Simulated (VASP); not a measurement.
Crystal: Li.

```xyz
2
Lattice="0.0000 3.0400 3.0400 3.0400 0.0000 3.0400 3.0400 3.0400 0.0000" Properties=species:S:1:pos:R:3 pbc="T T T"
Li    6.0800    6.0800    6.0800
Li    1.5200    1.5200    1.5200
```

This isn't the form of Li at room conditions, which is bcc.

* Program: VASP 6.6.1
* Task: relaxation of cell and atoms
* Functional: r2SCAN
* Potentials or basis: VASP PAW PBE potentials, release 64 (Li_sv)
* Cutoff: 830 eV
* k mesh: 6 × 6 × 6
* Occupations: fermi-dirac, width 0.1 eV
* Spin: no spin polarisation

At the start: pressure -0.5 GPa; volume 28.09 Å³/atom.

Where does the relaxation end?

Over 4 steps the energy falls by 4.9 meV/atom and the volume is 24.72 Å³/atom (-12.0 %); space group Fd-3m (No. 227, to 0.1 Å) before and after.

The path:
```
step  energy change (eV)  largest force (eV/Å)  pressure (GPa)  volume (Å³)
   1              0.0000                0.0000           -0.49        56.19
   2             -0.0021                0.0000           -0.50        55.49
   3             -0.0082                0.0000           -0.36        53.42
   4             -0.0098                0.0000            0.07        49.43
```

Final structure:
```
CELL_PARAMETERS angstrom
0.00000 2.91294 2.91294
2.91294 0.00000 2.91294
2.91294 2.91294 0.00000
ATOMIC_POSITIONS crystal
Li 0.00000 0.00000 0.00000
Li 0.25000 0.25000 0.25000
```

Caveat: the PAW data sets were made with another functional, which shifts forces and pressure a little.
